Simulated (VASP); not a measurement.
# Ga4Sb5 in VASP: a series of runs

Runs on Ga4Sb5. Level: PBEsol. Tasks: single point.

All numbers are computed with VASP 6.6.1; they aren't measurements. Logs are shortened: lines on timing, memory, paths and dates and some standing lists are left out, and cuts for length are marked.

### Step 1. The cell of the first run

The cell holds a slab with vacuum, 9 atoms: a = 4.321 Å, b = 4.321 Å, c = 27.222 Å, α = 90.00°, β = 90.00°, γ = 90.00°.

### Step 2. Single point, PBEsol

Contents of INCAR:

```
SYSTEM = Ga4Sb5
ALGO = Normal ; DIPOL = 0.5 0.5 0.500
EDIFF = 1E-6 ; ENCUT = 520
GGA = PS ; IDIPOL = 3
ISIF = 2 ; ISMEAR = 0
LASPH = .TRUE. ; LCHARG = .FALSE.
LDIPOL = .TRUE. ; LREAL = .FALSE.
LWAVE = .FALSE. ; NBANDS = 48
NELM = 80 ; PREC = Accurate
SIGMA = 0.1
```

Contents of KPOINTS:

```
k-points
0
G
  8 8 1
  0 0 0
```

Contents of POSCAR:

```
Ga4Sb5
1.0
    4.3212908981      0.0000000000      0.0000000000
    0.0000000000      4.3212908981      0.0000000000
    0.0000000000      0.0000000000     27.2224563901
Sb Ga
5 4
Direct
    0.0000000000      0.5000000000      0.2755078341
    0.5000000000      0.0000000000      0.3877539171
    0.0000000000      0.5000000000      0.5000000000
    0.5000000000      0.0000000000      0.6122460829
    0.0000000000      0.5000000000      0.7244921659
    0.5000000000      0.5000000000      0.3316308756
    0.0000000000      0.0000000000      0.4438769585
    0.5000000000      0.5000000000      0.5561230415
    0.0000000000      0.0000000000      0.6683691244
```

Potentials or basis: VASP PAW PBE potentials, release 64 (Sb, Ga_d).

The run is started by

```bash
$ cat potpaw_PBE.64/Sb/POTCAR potpaw_PBE.64/Ga_d/POTCAR > POTCAR
$ mpirun -np 1 vasp_std > vasp.out
```

OUTCAR:

```text
SYSTEM = Ga4Sb5
   EDIFF = 1E-6
   ENCUT = 520
   GGA = PS
   ISIF = 2
   ISMEAR = 0
   LASPH = .TRUE.
   LREAL = .FALSE.
   NELM = 80
   PREC = Accurate

 ion  position               nearest neighbor table
   1  0.000  0.500  0.276-   6 2.65   6 2.65
   2  0.500  0.000  0.388-   7 2.65   7 2.65   6 2.65   6 2.65
   3  0.000  0.500  0.500-   7 2.65   8 2.65   7 2.65   8 2.65
   4  0.500  0.000  0.612-   8 2.65   8 2.65   9 2.65   9 2.65
   5  0.000  0.500  0.724-   9 2.65   9 2.65
   6  0.500  0.500  0.332-   1 2.65   2 2.65   2 2.65   1 2.65
   7  0.000  0.000  0.444-   2 2.65   2 2.65   3 2.65   3 2.65
   8  0.500  0.500  0.556-   4 2.65   4 2.65   3 2.65   3 2.65
   9  0.000  0.000  0.668-   4 2.65   5 2.65   5 2.65   4 2.65

  LATTYP: Found a simple tetragonal cell.
 ALAT       =     4.3212908981
 C/A-ratio  =     6.2996120909

  Lattice vectors:

 A1 = (   4.3212908981,   0.0000000000,   0.0000000000)
 A2 = (   0.0000000000,   4.3212908981,   0.0000000000)
 A3 = (   0.0000000000,   0.0000000000,  27.2224563901)

Analysis of symmetry for initial positions (statically):
=====================================================================
 Subroutine PRICEL returns:
 Original cell was already a primitive cell.

 Routine SETGRP: Setting up the symmetry group for a
 simple tetragonal supercell.

 Subroutine GETGRP returns: Found  8 space group operations
 (whereof  4 operations were pure point group operations)
 out of a pool of 16 trial point group operations.

The static configuration has the point symmetry C_2v.
 The point group associated with its full space group is D_2d.

Analysis of symmetry for dynamics (positions and initial velocities):
=====================================================================
 Subroutine PRICEL returns:
 Original cell was already a primitive cell.

 Routine SETGRP: Setting up the symmetry group for a
 simple tetragonal supercell.

 Subroutine GETGRP returns: Found  8 space group operations
 (whereof  4 operations were pure point group operations)
 out of a pool of 16 trial point group operations.

The dynamic configuration has the point symmetry C_2v.
 The point group associated with its full space group is D_2d.

 Subroutine INISYM returns: Found  8 space group operations
 (whereof  4 operations are pure point group operations),
 and found     1 'primitive' translations

[... 112 lines left out ...]
   EFERMI =   0.00;   METHOD = LEGACY
   ISMEAR =     0;   SIGMA  =   0.10  broadening in eV -4-tet -1-fermi 0-gaus
   EFERMI_NEDOS =   21; number of points for ismear=-14 and -15
   IALGO  =     38    algorithm
   IMIX   =      4    mixing-type and parameters
     AMIX     =   0.40;   BMIX     =  1.00
     AMIX_MAG =   1.60;   BMIX_MAG =  1.00
  volume/ion in A,a.u.               =      56.48       381.16
  Fermi-wavevector in a.u.,A,eV,Ry     =   0.872677  1.649121 10.361728  0.761566
  Thomas-Fermi vector in A             =   1.991960
   LORBIT       =      0    0 simple, 1 ext, 2 COOP (PROOUT), +10 PAW based schemes
   GGA     = PS    functional components
   LHFCALC =     F    Hartree Fock is set to
   AEXX    =    0.0000 exact exchange contribution
   IVDW    =     0    specifies the selected vdW correction
   LEPSILON=     F    determine dielectric tensor
   LRPA    =     F    only Hartree local field effects (RPA)
 non-spin polarized calculation
 Gauss-broadening in eV      SIGMA  =   0.10
  energy-cutoff  :      520.00
  volume of cell :      508.34
 maximum number of plane-waves:     13768
   NGX = 17   NGY = 17   NGZ =101

 dipolmoment           0.000000      0.000000     -0.000000 electrons x Angstroem

 number of electron      77.0000066 magnetization

 dipolmoment           0.000000      0.000000      0.000000 electrons x Angstroem

 Free energy of the ion-electron system (eV)
  ---------------------------------------------------
  ext. energy  EPLUGINS =         0.00000000
  ---------------------------------------------------
  free energy    TOTEN  =       -34.63634701 eV

  energy without entropy =      -34.60859082  energy(sigma->0) =      -34.62246892

 E-fermi :  -0.3202     XC(G=0):  -5.3546

 val. band max:       -0.3435177244   @ k =   0.1250   0.1250   0.0000
 cond. band min:      -0.2795855292   @ k =   0.1250   0.0000   0.0000
 fundamental gap:      0.0639321953
 Fermi energy:        -0.3201843905

 k-point     1 :       0.0000    0.0000    0.0000
  band No.  band energies     occupation
      1     -15.0116      2.00000
      2     -14.9883      2.00000
      3     -14.9724      2.00000
      4     -14.9724      2.00000
      5     -14.9588      2.00000
      6     -14.9588      2.00000
[... 754 lines left out ...]
     47       3.1120      0.00000
     48       3.7499      0.00000

------------------------ aborting loop because EDIFF is reached ----------------------------------------

 vacuum level on the upper side and lower side of the slab       (xc-potential included)        -0.143        -0.143

  FORCE on cell =-STRESS in cart. coord.  units (eV):
  Direction    XX          YY          ZZ          XY          YZ          ZX
  --------------------------------------------------------------------------------------
  -------------------------------------------------------------------------------------
  Total       -3.0883956     -3.0883956      0.6125292      0.0000000      0.0000000      0.0000000
  in kB       -9.7339519     -9.7339519      1.9305591      0.0000000      0.0000000      0.0000000
  external PRESSURE =      -5.8457816 kB  Pullay stress =       0.0000000 kB

 VOLUME and BASIS-vectors are now :
 -----------------------------------------------------------------------------
  energy-cutoff  :      520.00
  volume of cell :      508.34
      direct lattice vectors                 reciprocal lattice vectors
     4.321290898  0.000000000  0.000000000     0.231412331  0.000000000  0.000000000
     0.000000000  4.321290898  0.000000000     0.000000000  0.231412331  0.000000000
     0.000000000  0.000000000 27.222456390     0.000000000  0.000000000  0.036734378

 POSITION                                       TOTAL-FORCE (eV/Angst)
 -----------------------------------------------------------------------------------
      0.00000      2.16065      7.50000         0.000000      0.000000     -0.007196
      2.16065      0.00000     10.55561         0.000000      0.000000      0.119088
      0.00000      2.16065     13.61123         0.000000      0.000000     -0.000000
      2.16065      0.00000     16.66684         0.000000      0.000000     -0.119088
      0.00000      2.16065     19.72246         0.000000      0.000000      0.007196
      2.16065      2.16065      9.02781         0.000000      0.000000     -0.119755
      0.00000      0.00000     12.08342         0.000000      0.000000     -0.046521
      2.16065      2.16065     15.13904         0.000000      0.000000      0.046521
      0.00000      0.00000     18.19465         0.000000      0.000000      0.119755
 -----------------------------------------------------------------------------------
    total drift:                                0.000000      0.000000      0.000000

  FREE ENERGIE OF THE ION-ELECTRON SYSTEM (eV)
  ---------------------------------------------------
  free  energy   TOTEN  =       -34.6363470142 eV

  energy  without entropy=      -34.6085908172  energy(sigma->0) =      -34.62246892

 vacuum level on the upper side and lower side of the slab         4.911         4.911
```

OSZICAR:

```text
N       E                     dE             d eps       ncg     rms          rms(c)
DAV:   1     0.553891393610E+03    0.55389E+03   -0.31901E+04  1536   0.153E+03
DAV:   2     0.334692077990E+02   -0.52042E+03   -0.50484E+03  1624   0.361E+02
DAV:   3    -0.310622895418E+02   -0.64531E+02   -0.62755E+02  1720   0.128E+02
DAV:   4    -0.349448025505E+02   -0.38825E+01   -0.38279E+01  1728   0.309E+01
[... 14 lines left out ...]
DAV:  19    -0.346363290632E+02   -0.11102E-04   -0.28647E-07  1008   0.267E-03    0.948E-04
DAV:  20    -0.346363389050E+02   -0.98418E-05   -0.29359E-07  1000   0.246E-03    0.614E-04
DAV:  21    -0.346363453153E+02   -0.64102E-05   -0.18045E-07   976   0.206E-03    0.839E-04
DAV:  22    -0.346363465481E+02   -0.12328E-05   -0.42990E-08   944   0.106E-03    0.207E-04
DAV:  23    -0.346363470142E+02   -0.46614E-06   -0.26843E-08   864   0.613E-04
   1 F= -.34636347E+02 E0= -.34622469E+02  d E =-.277562E-01
```

It took 23 min on 1 thread of AMD EPYC 7R13, shared host; peak memory 0.62 GiB.

Results:

| Item | Value |
| --- | --- |
| Free energy | -34.6363 eV |
| Largest force | 0.120 eV/Å |

Forces in eV/Å, atoms in the order of the input:
```
Sb   0.000  0.000 -0.007
Sb   0.000  0.000  0.119
Sb   0.000  0.000  0.000
Sb   0.000  0.000 -0.119
Sb   0.000  0.000  0.007
Ga   0.000  0.000 -0.120
Ga   0.000  0.000 -0.047
Ga   0.000  0.000  0.047
Ga   0.000  0.000  0.120
```

Levels at points of the mesh, in eV from the Fermi level:
```csv
k point,band 37,band 38,band 39,band 40,band 41,band 42
"(0.00, 0.00, 0.00)",0.06,0.37,1.24,1.24,1.30,1.43
"(0.50, 0.00, 0.00)",-0.51,-0.36,-0.21,1.39,1.49,1.65
"(0.50, 0.50, 0.00)",-0.85,-0.82,-0.82,-0.76,1.99,1.99
```

Caveat: the PAW data sets were made with another functional, which shifts forces and pressure a little; spin-orbit coupling is left out, which moves the levels of the heavy elements.

(Part 1 of 2 ends here.)
